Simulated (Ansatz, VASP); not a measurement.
# Two plane-wave programs on BaZrO3

```
CELL_PARAMETERS angstrom
4.22716 0.00000 0.00000
0.00000 4.22716 0.00000
0.00000 0.00000 4.22716
ATOMIC_POSITIONS crystal
Ba 0.00000 0.00000 0.00000
Zr 0.50000 0.50000 0.50000
O 0.00000 0.50000 0.50000
O 0.50000 0.00000 0.50000
O 0.50000 0.50000 0.00000
```

Alike in both runs: task single point; functional PBE; k mesh 6 × 6 × 6; occupations gaussian, width 0.01 eV; no spin polarisation.

|  | VASP | Ansatz |
| --- | --- | --- |
| version | VASP 6.6.1 | Ansatz 0.2.0 |
| potentials or method | VASP PAW PBE potentials, release 64 (Ba_sv, Zr_sv, O), cutoff 600 eV | scalar-relativistic, plane waves, PAW |
| valence electrons in the cell | 40 | 40 |

Ansatz gave:

```
gap on the k mesh at the Fermi level (eV) : 3.18
least direct gap on the mesh (eV)         : 3.40
pressure (GPa)                            : 0.0
```

Question: Which values does VASP return?

Answer: gap on the k mesh at the Fermi level (eV): 3.13; least direct gap on the mesh (eV): 3.38; pressure (GPa): 0.8.

Neither program's run includes spin-orbit coupling.
